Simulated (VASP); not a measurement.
Write the native input for VASP 6.6.1 that does the following.

```yaml
Task: single point
Functional: PBEsol
Potentials_or_basis: VASP PAW PBE potentials, release 64 (Hg)
Cutoff: 520 eV
k_mesh: 9 × 9 × 5
Occupations: fermi-dirac, width 0.05 eV
Spin: no spin polarisation
Dipole_correction: no
Further_INCAR_settings: ALGO = Fast; EDIFF = 1e-06; NBANDS = 19
```

The structure of Hg lies in POSCAR:

```
Hg
1.0
    3.4618096384      0.0000000000      0.0000000000
   -1.7309048192      2.9980150899      0.0000000000
    0.0000000000      0.0000000000      5.4875482800
Hg
2
Direct
    0.3333333333      0.6666666667      0.2500000000
    0.6666666667      0.3333333333      0.7500000000
```

One way to write it, as run:

INCAR

```
SYSTEM = Hg
PREC = Accurate ; ENCUT = 520
EDIFF = 1E-6 ; ISMEAR = -1
SIGMA = 0.05 ; LREAL = .FALSE.
LASPH = .TRUE. ; NELM = 80
ALGO = Fast ; ISIF = 2
LWAVE = .FALSE. ; LCHARG = .FALSE.
GGA = PS ; NBANDS = 19
```

KPOINTS

```
regular mesh
0
G
  9 9 5
  0 0 0
```

Potentials or basis: VASP PAW PBE potentials, release 64 (Hg).

Launch:

```bash
$ cat potpaw_PBE.64/Hg/POTCAR > POTCAR
$ mpirun -np 1 vasp_std > vasp.out
```

It gave:

```json
{"Pressure": "-2.4 GPa", "Band gap on the k mesh": "zero (bands 12 and 13 overlap by 0.37 eV)"}
```

Caveat: the PAW data sets were made with another functional, which shifts forces and pressure a little; spin-orbit coupling is left out, which moves the levels of the heavy elements.

It took 56 s on 1 thread of Intel Xeon 8259CL, on a shared host, peak memory 0.16 GiB.
